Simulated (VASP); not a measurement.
Input of a VASP 6.6.1 run:

INCAR

```
SYSTEM = H6C2O
PREC = Accurate ; ENCUT = 520
EDIFF = 1E-6 ; ISMEAR = -1
SIGMA = 0.05 ; LREAL = Auto
LASPH = .True. ; NELM = 80
ALGO = Normal ; ISIF = 2
LWAVE = .False. ; LCHARG = .False.
GGA = PE ; IVDW = 12
IBRION = 2 ; NSW = 35
EDIFFG = -0.3
```

KPOINTS

```
Automatic mesh
0
Gamma
  1 1 1
  0 0 0
```

POSCAR

```
H6C2O
1.0
    7.2936330000      0.0000000000      0.0000000000
    0.0000000000      7.2936330000      0.0000000000
    0.0000000000      0.0000000000      7.2936330000
C O H
8 4 24
Direct
    0.3047126000      0.8442156000      0.6758988000
    0.3748244000      1.0392912000      0.6769711000
    1.0377936000      0.3667129000      0.4503718000
    0.8748697000      0.4946436000      0.4581697000
    0.5146135000      0.5903638000      0.1421288000
    0.3560848000      0.7239300000      0.1420288000
    0.5884239000      0.1224355000      0.0883216000
    0.7902499000      0.1464703000      0.1290629000
    0.5675635000      1.0310032000      0.7094260000
    0.7140768000      0.3832273000      0.4566084000
    0.1944893000      0.6214316000      0.1013921000
    0.8888314000      0.0730531000     -0.0231277000
    0.6138233000      1.1558814000      0.7103411000
    0.3452162000      1.1058073000      0.5450054000
    0.3054322000      1.1187890000      0.7845854000
    0.1568384000      0.8412397000      0.6515045000
    0.3729652000      0.7658284000      0.5681816000
    0.3332284000      0.7787948000      0.8074775000
    0.6086001000      0.4643766000      0.4615916000
    0.8808975000      0.5788022000      0.5830576000
    0.8766990000      0.5882665000      0.3400707000
    1.1660792000      0.4442558000      0.4511754000
    1.0363367000      0.2746378000      0.5683804000
    1.0321432000      0.2840908000      0.3256816000
    0.0918219000      0.7062529000      0.1010421000
    0.3448350000      0.7912246000      0.2764196000
    0.3789583000      0.8315477000      0.0390180000
    0.6432941000      0.6609520000      0.1726144000
    0.4921648000      0.4842734000      0.2453123000
    0.5262476000      0.5245486000      0.0081923000
    1.0187851000      0.0879295000      0.0018940000
    0.8222236000      0.2924551000      0.1486113000
    0.8264076000      0.0745077000      0.2564599000
    0.5049688000      0.1763719000      0.2005573000
    0.5525817000      0.1949641000     -0.0376185000
    0.5567607000     -0.0227247000      0.0701022000
```

Potentials or basis: VASP PAW PBE potentials, release 64 (C, O, H).

Command:

```sh
$ cat potpaw_PBE.64/C/POTCAR potpaw_PBE.64/O/POTCAR potpaw_PBE.64/H/POTCAR > POTCAR
$ mpirun -np 1 vasp_gam > vasp.out
```

Problem. Estimate the energy gained by relaxing.

Solution. 14.3 meV/atom.

Problem. Predict the dispersion energy per atom.

Solution. -0.037 eV.

Problem. What does it give for the band gap on the k mesh?

Solution. 4.58 eV.

Final structure:
```
CELL_PARAMETERS angstrom
7.29363 0.00000 0.00000
0.00000 7.29363 0.00000
0.00000 0.00000 7.29363
ATOMIC_POSITIONS crystal
C 0.29424 0.84225 0.65854
C 0.37663 0.03426 0.65822
C 0.04815 0.36849 0.46945
C 0.88189 0.49358 0.47962
C 0.50232 0.59041 0.13758
C 0.34051 0.71902 0.14641
C 0.59420 0.13082 0.09797
C 0.79820 0.14616 0.12972
O 0.57057 0.01153 0.66601
O 0.71686 0.38990 0.51690
O 0.17399 0.62249 0.10491
O 0.90034 0.05010 0.98973
H 0.63222 0.12917 0.65009
H 0.33314 0.10934 0.53403
H 0.32681 0.11590 0.77652
H 0.14623 0.84306 0.63348
H 0.36075 0.76236 0.54959
H 0.32027 0.77314 0.78893
H 0.61513 0.46771 0.47893
H 0.90144 0.59728 0.58784
H 0.86360 0.56520 0.34808
H 0.17162 0.45369 0.47345
H 0.05207 0.27269 0.58596
H 0.05071 0.28964 0.34150
H 0.08015 0.71414 0.08074
H 0.33265 0.78218 0.28302
H 0.36073 0.83114 0.04771
H 0.62737 0.66327 0.17729
H 0.48417 0.47320 0.23048
H 0.52287 0.53619 0.99848
H 0.02103 0.10725 0.98823
H 0.84059 0.29070 0.13329
H 0.82879 0.08736 0.26534
H 0.52487 0.16634 0.22620
H 0.54186 0.22023 0.98865
H 0.55688 0.98967 0.06400
```

Caveat: the k points lie up to 0.86 Å⁻¹ apart.
